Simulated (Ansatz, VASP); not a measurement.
## Two plane-wave programs on Al2As2H

```xyz
5
Lattice="4.0050 0.0000 0.0000 -2.0025 3.4684 0.0000 0.0000 0.0000 21.4466" Properties=species:S:1:pos:R:3 pbc="T T T"
As    0.0000    0.0000    4.0000
As    0.0000    2.3123    7.4641
Al    0.0000    2.3123    4.8175
Al    2.0025    1.1561    8.0466
H     2.6700    1.5415   10.5466
```

Alike in both runs: task single point; functional PBE; dispersion D3(BJ); k mesh 9 × 9 × 1; occupations gaussian, width 0.05 eV; collinear spin.

```csv
,VASP,Ansatz
version,VASP 6.6.1,Ansatz 0.2.0
potentials or method,"VASP PAW PBE potentials, release 64 (As, Al, H), cutoff 400 eV","scalar-relativistic, plane waves, PAW"
valence electrons in the cell,17,37
```

|  | VASP | Ansatz | Ansatz less VASP |
| --- | --- | --- | --- |
| gap on the k mesh at the Fermi level (eV) | none | none | - |
| rms of the force components (eV/Å) | 0.524 | 0.520 | -0.0034 |
| net moment per atom (μB) | 0.19 | 0.19 | 0.000 |
| size of the moment on the site where the two differ most (μB) | 0.23 | 0.49 | +0.260 |

Site moments also hang on the region over which each program counts them. A gap of «none» marks a metal or a gap that the smearing closes. VASP's potentials hold 17 valence electrons a cell and Ansatz's 37, so a difference there can come from the potentials and not from the codes.
